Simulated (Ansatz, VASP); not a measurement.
Two plane-wave programs on TiTe3Se

```xyz
5
Lattice="4.8599 0.0000 0.0000 0.0000 4.8599 0.0000 0.0000 0.0000 7.5397" Properties=species:S:1:pos:R:3 pbc="T T T"
Ti    2.4299    2.4299    5.1612
Te    2.4299    0.0000    2.6700
Te    0.0000    2.4299    2.6700
Te    2.4299    2.4299    7.3880
Se    2.4299    2.4299    1.9301
```

Alike in both runs: task single point; functional PBE; k mesh 4 × 4 × 2; occupations gaussian, width 0.1 eV; collinear spin.

|  | VASP | Ansatz |
| --- | --- | --- |
| version | VASP 6.6.1 | Ansatz 0.2.0 |
| potentials or method | VASP PAW PBE potentials, release 64 (Ti_sv, Te, Se), cutoff 520 eV | scalar-relativistic, plane waves, PAW |
| valence electrons in the cell | 36 | 76 |

|  | VASP | Ansatz | Ansatz less VASP |
| --- | --- | --- | --- |
| gap on the k mesh at the Fermi level (eV) | none | none | - |
| pressure (GPa) | 20.5 | 20.4 | -0.16 |
| traceless stress, the component that is largest in VASP (GPa) | 13.43 | 13.70 | +0.275 |
| rms of the force components (eV/Å) | 3.728 | 3.649 | -0.0787 |
| net moment per atom (μB) | 0.37 | 0.38 | +0.010 |
| size of the moment on the site where the two differ most (μB) | 1.48 | 1.24 | -0.241 |

Site moments also hang on the region over which each program counts them. Atom by atom the forces differ by 0.138 eV/Å (rms over components). A gap of «none» marks a metal or a gap that the smearing closes. The functional is the same, so the differences come from potentials, cutoffs and numerics. VASP's potentials hold 36 valence electrons a cell and Ansatz's 76, so a difference there can come from the potentials and not from the codes.

The k mesh is coarse, so the values compare programs but aren't converged. Neither program's run includes spin-orbit coupling.
